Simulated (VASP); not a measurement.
Input of a VASP 6.6.1 run:

The input INCAR:

```
ALGO = Normal ; EDIFF = 1E-6
ENCUT = 500 ; GGA = CA
GGA_COMPAT = F ; ISIF = 2
ISMEAR = -1 ; LASPH = T
LCHARG = T ; LELF = T
LREAL = F ; LVHAR = T
LWAVE = F ; NBANDS = 16
NELM = 120 ; PREC = Accurate
SIGMA = 0.01
```

Contents of KPOINTS:

```
k-points
0
Gamma
  8 8 8
```

The input POSCAR:

```
InP
1.0
    0.0000000000      2.9541317328      2.9541317328
    2.9541317328      0.0000000000      2.9541317328
    2.9541317328      2.9541317328      0.0000000000
In P
1 1
Direct
    0.0000000000      0.0000000000      0.0000000000
    0.7500000006      0.7500000006      0.7500000006
```

Potentials or basis: VASP PAW LDA potentials, release 64 (In_d, P).

Command:

```console
$ cat potpaw_LDA.64/In_d/POTCAR potpaw_LDA.64/P/POTCAR > POTCAR
$ mpirun -np 1 vasp_std > vasp.out
```

(1) Estimate the pressure.

(2) Predict the band gap on the k mesh.

Results:

(1) -2.7 GPa.

(2) 0.38 eV.

Caveat: spin-orbit coupling is left out, which moves the levels of the heavy elements.
